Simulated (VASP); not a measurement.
A run of VASP 6.6.1 is set up as follows.

File INCAR:

```
SYSTEM = TiSi2
  PREC = Accurate
  ENCUT = 520
  EDIFF = 1E-6
  ISMEAR = -1
  SIGMA = 0.05
  LREAL = .False.
  LASPH = .True.
  NELM = 150
  ALGO = Normal
  ISIF = 2
  LWAVE = .False.
  LCHARG = .False.
  LMAXMIX = 4
  LDAU = .True.
  LDAUTYPE = 2
  LDAUL = 2 -1
  LDAUU = 8 0
  LDAUJ = 0 0
  LDAUPRINT = 1
  GGA = PS
  NBANDS = 29
```

File KPOINTS:

```
regular mesh
0
Gamma
  7 7 7
  0 0 0
```

The input POSCAR:

```
TiSi2
1.0
    0.0000000000      4.4024890932      4.2658193129
    2.4413797777      0.0000000000      4.2658193129
    2.4413797777      4.4024890932      0.0000000000
Ti Si
2 4
Direct
    0.7500000000      0.7500000000      0.7500000000
    0.5000000000      0.5000000000      0.5000000000
    0.4057532736      0.0942467264      0.4057532736
    0.0942467264      0.4057532736      0.0942467264
    0.1557532736      0.8442467264      0.1557532736
    0.8442467264      0.1557532736      0.8442467264
```

Potentials or basis: VASP PAW PBE potentials, release 64 (Ti_sv, Si).

Run with:

```bash
$ cat potpaw_PBE.64/Ti_sv/POTCAR potpaw_PBE.64/Si/POTCAR > POTCAR
$ mpirun -np 1 vasp_std > vasp.out
```

(1) Estimate the pressure.

(2) What does it give for the largest force?

(3) What does it give for the band gap on the k mesh?

Results:

(1) -2.2 GPa.

(2) 0.012 eV/Å.

(3) zero (bands 20 and 21 overlap by 1.99 eV).

Caveat: the PAW data sets were made with another functional, which shifts forces and pressure a little; U without spin polarisation on a metal has little footing; the U is typed as a test and isn't derived for this compound.
